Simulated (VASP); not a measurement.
Here is a VASP 6.6.1 calculation.

Contents of INCAR:

```
PREC = Accurate
ENCUT = 600
EDIFF = 1E-6
ISMEAR = -1
SIGMA = 0.05
LREAL = False
LASPH = True
NELM = 200
ALGO = Normal
ISIF = 2
LWAVE = False
LCHARG = True
ISPIN = 2
MAGMOM = 0 2 -2
LORBIT = 11
LMAXMIX = 4
GGA = PE
LELF = True
LVHAR = True
NBANDS = 32
GGA_COMPAT = False
```

The input KPOINTS:

```
Automatic mesh
0
Gamma
  5 5 6
```

POSCAR

```
CuRh2
1.0
   -1.7585977120      1.7585977120      4.5122193098
    1.7585977120     -1.7585977120      4.5122193098
    1.7585977120      1.7585977120     -4.5122193098
Cu Rh
1 2
Direct
    0.0000000000      0.0000000000      0.0000000000
    0.3333000000      0.3333000000      0.0000000000
    0.6667000000      0.6667000000      0.0000000000
```

Potentials or basis: VASP PAW PBE potentials, release 64 (Cu, Rh_pv).

Launch:

```bash
$ cat potpaw_PBE.64/Cu/POTCAR potpaw_PBE.64/Rh_pv/POTCAR > POTCAR
$ mpirun -np 1 vasp_std > vasp.out
```

Q: What does it give for the net moment?

A: 0.00 μB per cell.

Q: What does it give for the pressure?

A: -28.3 GPa.

Q: What does it give for the largest force?

A: 0.383 eV/Å.

Stress tensor (GPa, compression positive):
```
-27.42   0.00   0.00
  0.00 -27.42   0.00
  0.00   0.00 -30.08
```

Caveat: the cell stands under tension.
